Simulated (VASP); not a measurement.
# SiBBr (P4/mmm) in VASP: density of states with PBE

Aim: the density of states of SiBBr with PBE.

All numbers are computed with VASP 6.6.1; they aren't measurements. Logs are shortened: lines on timing, memory, paths and dates and some standing lists are left out, and cuts for length are marked.

## (1) The cell of the first run

Symmetry: P4/mmm, No. 123, tetragonal system. Conventional cell: a = 3.427 Å, b = 3.427 Å, c = 5.407 Å, α = 90.00°, β = 90.00°, γ = 90.00°. Within 3.6 Å of Si (site symmetry 4/mmm) lie 2 Br at 2.70 Å and 4 Si at 3.43 Å. B (site symmetry 4/mmm) has 4 Br at 2.42 Å within 3.2 Å. Within 3.2 Å of Br (site symmetry 4/mmm) lie 4 B at 2.42 Å and 2 Si at 2.70 Å.

## (2) Density of states, PBE

The input, POSCAR:

```
SiBBr
1.0
    3.4267447076      0.0000000000      0.0000000000
    0.0000000000      3.4267447076      0.0000000000
    0.0000000000      0.0000000000      5.4074823331
Si B Br
1 1 1
Direct
    0.0000000000      0.0000000000      0.5000000000
    0.5000000000      0.5000000000      0.0000000000
    0.0000000000      0.0000000000      0.0000000000
```

The input, INCAR.step1:

```
PREC = Accurate ; ENCUT = 520
EDIFF = 1E-6 ; ISMEAR = 0
SIGMA = 0.1 ; LREAL = False
LASPH = True ; NELM = 80
ALGO = Normal ; ISIF = 2
LWAVE = False ; LCHARG = True
GGA = PE ; NBANDS = 14
```

The input, KPOINTS.step1:

```
Automatic mesh
0
Gamma
  14 14 10
```

The input, INCAR.step2:

```
PREC = Accurate ; ENCUT = 520
EDIFF = 1E-6 ; ISMEAR = -5
SIGMA = 0.1 ; LREAL = False
LASPH = True ; NELM = 80
ALGO = Normal ; ISIF = 2
LWAVE = False ; LCHARG = False
GGA = PE ; LORBIT = 11
NEDOS = 1001 ; ICHARG = 11
```

The input, KPOINTS.step2:

```
Automatic mesh
0
Gamma
  21 21 15
```

Potentials or basis: VASP PAW PBE potentials, release 64 (Si, B, Br).

On the command line:

```sh
> cat potpaw_PBE.64/Si/POTCAR potpaw_PBE.64/B/POTCAR potpaw_PBE.64/Br/POTCAR > POTCAR
> cp INCAR.step1 INCAR
> cp KPOINTS.step1 KPOINTS
> mpirun -np 1 vasp_std > vasp.out
> cp INCAR.step2 INCAR
> cp KPOINTS.step2 KPOINTS
> mpirun -np 1 vasp_std > vasp.out
```

OUTCAR:

```text
PREC = Accurate
   ENCUT = 520
   EDIFF = 1E-6
   ISMEAR = -5
   LREAL = False
   LASPH = True
   NELM = 80
   ISIF = 2
   GGA = PE
   LORBIT = 11
   ICHARG = 11

 ion  position               nearest neighbor table
   1  0.000  0.000  0.500-   3 2.70   3 2.70
   2  0.500  0.500  0.000-   3 2.42   3 2.42   3 2.42   3 2.42
   3  0.000  0.000  0.000-   2 2.42   2 2.42   2 2.42   2 2.42   1 2.70   1 2.70

  LATTYP: Found a simple tetragonal cell.
 ALAT       =     3.4267447076
 C/A-ratio  =     1.5780231078

  Lattice vectors:

 A1 = (   3.4267447076,   0.0000000000,   0.0000000000)
 A2 = (   0.0000000000,   3.4267447076,   0.0000000000)
 A3 = (   0.0000000000,   0.0000000000,   5.4074823331)

Analysis of symmetry for initial positions (statically):
=====================================================================
 Subroutine PRICEL returns:
 Original cell was already a primitive cell.

 Routine SETGRP: Setting up the symmetry group for a
 simple tetragonal supercell.

 Subroutine GETGRP returns: Found 16 space group operations
 (whereof 16 operations were pure point group operations)
 out of a pool of 16 trial point group operations.

The static configuration has the point symmetry D_4h.

Analysis of symmetry for dynamics (positions and initial velocities):
=====================================================================
 Subroutine PRICEL returns:
 Original cell was already a primitive cell.

 Routine SETGRP: Setting up the symmetry group for a
 simple tetragonal supercell.

 Subroutine GETGRP returns: Found 16 space group operations
 (whereof 16 operations were pure point group operations)
 out of a pool of 16 trial point group operations.

The dynamic configuration has the point symmetry D_4h.

 Subroutine INISYM returns: Found 16 space group operations
 (whereof 16 operations are pure point group operations),
 and found     1 'primitive' translations

----------------------------------------------------------------------------------------

                                     Primitive cell

  volume of cell :      63.4978

  direct lattice vectors                    reciprocal lattice vectors
     3.426744708  0.000000000  0.000000000     0.291822148  0.000000000  0.000000000
     0.000000000  3.426744708  0.000000000     0.000000000  0.291822148  0.000000000
     0.000000000  0.000000000  5.407482333     0.000000000  0.000000000  0.184928944

  length of vectors
     3.426744708  3.426744708  5.407482333     0.291822148  0.291822148  0.184928944

  position of ions in fractional coordinates (direct lattice)
     0.000000000  0.000000000  0.500000000
     0.500000000  0.500000000  0.000000000
     0.000000000  0.000000000  0.000000000

  ion indices of the primitive-cell ions
   primitive index   ion index
                 1           1
                 2           2
                 3           3

----------------------------------------------------------------------------------------

 KPOINTS: Automatic mesh

Automatic generation of k-mesh.
 Grid dimensions read from file:
 generate k-points for:   21   21   15

 Generating k-lattice:

  Cartesian coordinates                     Fractional coordinates (reciprocal lattice)
     0.013896293  0.000000000  0.000000000     0.047619048  0.000000000  0.000000000
     0.000000000  0.013896293  0.000000000     0.000000000  0.047619048  0.000000000
     0.000000000  0.000000000  0.012328596     0.000000000  0.000000000  0.066666667

  Length of vectors
     0.013896293  0.013896293  0.012328596

  Shift w.r.t. Gamma in fractional coordinates (k-lattice)
     0.000000000  0.000000000  0.000000000

 TETIRR: Found   9886 inequivalent tetrahedra from    39690

 Subroutine IBZKPT returns following result:
 ===========================================

 Found    528 irreducible k-points:

 Following reciprocal coordinates:
            Coordinates               Weight
  0.000000  0.000000  0.000000      1.000000
  0.047619  0.000000  0.000000      4.000000
  0.095238  0.000000  0.000000      4.000000
  0.142857  0.000000  0.000000      4.000000
  0.190476  0.000000  0.000000      4.000000
  0.238095  0.000000  0.000000      4.000000
[... 16 lines left out ...]
  0.142857  0.095238  0.000000      8.000000
  0.190476  0.095238  0.000000      8.000000
 [... further k-points ...]
   k-points           NKPTS =    528   k-points in BZ     NKDIM =    528   number of bands    NBANDS=     11
   number of dos      NEDOS =   1001   number of ions     NIONS =      3
   total plane-waves  NPLWV =  31360
   dimension x,y,z NGX =    28 NGY =   28 NGZ =   40
   dimension x,y,z NGXF=    56 NGYF=   56 NGZF=   80
   ions per type =               1   1   1
   NGX,Y,Z   is equivalent  to a cutoff of  13.58, 13.58, 12.30 a.u.
   NGXF,Y,Z  is equivalent  to a cutoff of  27.17, 27.17, 24.59 a.u.
 SYSTEM =  unknown system
   PREC   = accura    normal or accurate (medium, high low for compatibility)
   ISTART =      0    job   : 0-new  1-cont  2-samecut
   ICHARG =     11    charge: 1-file 2-atom 10-const
   ISPIN  =      1    spin polarized calculation?
   LNONCOLLINEAR =      F non collinear calculations
   LSORBIT =      F    spin-orbit coupling
   LASPH  =      T    aspherical Exc in radial PAW
   ENCUT  =  520.0 eV  38.22 Ry    6.18 a.u.   6.37  6.37 10.05*2*pi/ulx,y,z
   NELM   =     80;   NELMIN=  2; NELMDL=  0     # of ELM steps
   EDIFF  = 0.1E-05   stopping-criterion for ELM
   LREAL  =      F    real-space projection
   EDIFFG = 0.1E-04   stopping-criterion for IOM
   NSW    =      0    number of steps for IOM
   IBRION =     -1    ionic relax: 0-MD 1-quasi-New 2-CG
   NFREE  =      0    steps in history (QN), initial steepest desc. (CG)
   ISIF   =      2    stress and relaxation
   ISYM   =      2    0-nonsym 1-usesym 2-fastsym
   POTIM  = 0.5000    time-step for ionic-motion
   TEBEG  =    0.0;   TEEND  =   0.0 temperature during run
   PSTRESS=    0.0 pullay stress
   NELECT =      14.0000    total number of electrons
   NUPDOWN=      -1.0000    fix difference up-down
   EMIN   =  10.00;   EMAX   =-10.00  energy-range for DOS
   EFERMI =   0.00;   METHOD = LEGACY
   ISMEAR =    -5;   SIGMA  =   0.10  broadening in eV -4-tet -1-fermi 0-gaus
   EFERMI_NEDOS =   21; number of points for ismear=-14 and -15
   IALGO  =     38    algorithm
   IMIX   =      4    mixing-type and parameters
     AMIX     =   0.40;   BMIX     =  1.00
     AMIX_MAG =   1.60;   BMIX_MAG =  1.00
  volume/ion in A,a.u.               =      21.17       142.83
  Fermi-wavevector in a.u.,A,eV,Ry     =   0.989004  1.868946 13.308247  0.978129
  Thomas-Fermi vector in A             =   2.120571
   LORBIT       =     11    0 simple, 1 ext, 2 COOP (PROOUT), +10 PAW based schemes
   GGA     = PE    functional components
   LHFCALC =     F    Hartree Fock is set to
   AEXX    =    0.0000 exact exchange contribution
   IVDW    =     0    specifies the selected vdW correction
   LEPSILON=     F    determine dielectric tensor
   LRPA    =     F    only Hartree local field effects (RPA)
 non-spin polarized calculation
 Fermi weights with tetrahedron method with Bloechl corrections
  energy-cutoff  :      520.00
  volume of cell :       63.50
 maximum number of plane-waves:      1728
 NGX is ok and might be reduce to    28

 number of electron      14.0000000 magnetization

 Free energy of the ion-electron system (eV)
  ---------------------------------------------------
  ext. energy  EPLUGINS =         0.00000000
  ---------------------------------------------------
  free energy    TOTEN  =        -8.09253506 eV

  energy without entropy =       -8.09253506  energy(sigma->0) =       -8.09253506

 E-fermi :   4.1058     XC(G=0):  -9.2495

 val. band max:        4.1612702581   @ k =   0.4286   0.0476   0.1333
 cond. band min:       4.0484920507   @ k =   0.3810   0.0476   0.0667
 fundamental gap:     -0.1127782074
 Fermi energy:         4.1058215212

 k-point     1 :       0.0000    0.0000    0.0000
  band No.  band energies     occupation
      1     -13.8885      2.00000
      2      -3.6285      2.00000
      3      -3.1272      2.00000
      4      -0.8084      2.00000
      5      -0.8084      2.00000
      6       0.0906      2.00000
      7       6.0053      0.00000
      8       7.3144      0.00000
      9       7.3144      0.00000
     10       8.1305      0.00000
     11       8.4842      0.00000

 k-point     2 :       0.0476    0.0000    0.0000
  band No.  band energies     occupation
      1     -13.8762      2.00000
      2      -3.6096      2.00000
      3      -3.1112      2.00000
      4      -1.1624      2.00000
      5      -0.7873      2.00000
      6       0.4268      2.00000
      7       5.9505      0.00000
      8       7.0787      0.00000
      9       7.3289      0.00000
     10       8.1436      0.00000
     11       8.5890      0.00000

 k-point     3 :       0.0952    0.0000    0.0000
  band No.  band energies     occupation
      1     -13.8399      2.00000
      2      -3.5545      2.00000
      3      -3.0637      2.00000
      4      -1.7616      2.00000
      5      -0.7245      2.00000
      6       0.9768      2.00000
      7       5.7906      0.00000
      8       6.5342      0.00000
      9       7.3713      0.00000
     10       8.1814      0.00000
     11       8.6695      0.00000
[... 267 lines left out ...]
 k-point    23 :       0.1429    0.0952    0.0000
  band No.  band energies     occupation
      1     -13.7336      2.00000
      2      -3.4027      2.00000
      3      -2.9259      2.00000
      4      -2.4088      2.00000
      5      -1.2005      2.00000
      6       2.1954      2.00000
      7       5.4229      0.00000
      8       5.9372      0.00000
      9       6.6869      0.00000
     10       7.1518      0.00000
     11       8.2905      0.00000

 k-point    24 :       0.1905    0.0952    0.0000
  band No.  band energies     occupation
      1     -13.6576      2.00000
      2      -3.3611      2.00000
      3      -2.8538      2.00000
      4      -2.8256      2.00000
      5      -1.1140      2.00000
      6       2.7061      2.00000
      7       5.1545      0.00000
      8       5.2426      0.00000
      9       6.4967      0.00000
     10       6.8248      0.00000
     11       8.3696      0.00000

 [... further k-points ...]
[... 5 lines left out ...]
  --------------------------------------------------------------------------------------
  -------------------------------------------------------------------------------------
  Total       -0.0034911     -0.0034911     -0.3059799      0.0000000      0.0000000     -0.0000000
  in kB       -0.0880882     -0.0880882     -7.7204899      0.0000000      0.0000000     -0.0000000
  external PRESSURE =      -2.6322221 kB  Pullay stress =       0.0000000 kB

 VOLUME and BASIS-vectors are now :
 -----------------------------------------------------------------------------
  energy-cutoff  :      520.00
  volume of cell :       63.50
      direct lattice vectors                 reciprocal lattice vectors
     3.426744708  0.000000000  0.000000000     0.291822148  0.000000000  0.000000000
     0.000000000  3.426744708  0.000000000     0.000000000  0.291822148  0.000000000
     0.000000000  0.000000000  5.407482333     0.000000000  0.000000000  0.184928944

 POSITION                                       TOTAL-FORCE (eV/Angst)
 -----------------------------------------------------------------------------------
      0.00000      0.00000      2.70374         0.000000      0.000000      0.000000
      1.71337      1.71337      0.00000         0.000000      0.000000      0.000000
      0.00000      0.00000      0.00000         0.000000      0.000000      0.000000
 -----------------------------------------------------------------------------------
    total drift:                               -0.000000      0.000000     -0.000000

  FREE ENERGIE OF THE ION-ELECTRON SYSTEM (eV)
  ---------------------------------------------------
  free  energy   TOTEN  =        -8.0925350640 eV

  energy  without entropy=       -8.0925350640  energy(sigma->0) =       -8.09253506

 total charge

# of ion       s       p       d       tot
------------------------------------------
    1        0.959   0.513   0.000   1.472
    2        0.905   0.547   0.000   1.452
    3        1.650   3.059   0.106   4.814
--------------------------------------------------
tot          3.514   4.119   0.106   7.738
```

Run time: 5.6 min. Hardware: 1 thread of Oxide Virtual Turin-like, shared host; peak memory 0.51 GiB.

Results:

```yaml
Valence_electrons_inside_the_program's_atomic_spheres: Si 1.47; B 1.45; Br 4.81
```

Caveat: tetrahedron occupations give inexact forces and stress in metals.
